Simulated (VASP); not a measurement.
## Ti: single point with PBE

Crystal: Ti.

```
Ti
1.0
     2.86150    0.00000    0.00000
    -1.43075    2.47813    0.00000
     0.00000    0.00000    4.68600
Ti
2
Direct
  0.33333 0.66667 0.25000
  0.66667 0.33333 0.75000
```

This cell differs from its parent crystal: strain -0.030 along x and y, +0.000 along z.

- Program: VASP 6.6.1
- Task: single point
- Functional: PBE
- Potentials or basis: VASP PAW PBE potentials, release 64 (Ti_sv)
- Cutoff: 520 eV
- k mesh: 18 × 18 × 10
- Occupations: gaussian, width 0.15 eV
- Spin: no spin polarisation

- Pressure: 5.2 GPa
- Band gap on the k mesh: zero (band 12 reaches 9.52 eV, above the bottom of band 13 at 8.47 eV)

Stress tensor (GPa, compression positive):
```
6.49 0.00 0.00
0.00 6.49 0.00
0.00 0.00 2.53
```

Levels at points of the mesh, in eV from the Fermi level:
```tsv
k point	band 9	band 10	band 11	band 12	band 13	band 14	band 15	band 16
(0.00, 0.00, 0.00)	-6.30	-2.81	0.59	0.72	0.85	0.85	1.32	1.32
(0.50, 0.00, 0.00)	-2.36	-2.26	-1.99	-0.44	0.55	0.67	1.12	3.67
(0.00, 0.00, 0.50)	-4.46	-4.46	-0.04	-0.04	0.80	0.80	0.80	0.80
(0.50, 0.00, 0.50)	-2.65	-2.65	-0.93	-0.93	1.50	1.50	1.93	1.93
```

Run time: 6.8 min on 1 thread of Intel(R) Xeon(R) Platinum 8259CL CPU @ 2.50GHz (Skylake/Cascade Lake), with other jobs on the host, peak memory 0.24 GiB.

Caveat: the cell differs from its parent crystal (strain -0.030 along x and y, +0.000 along z).
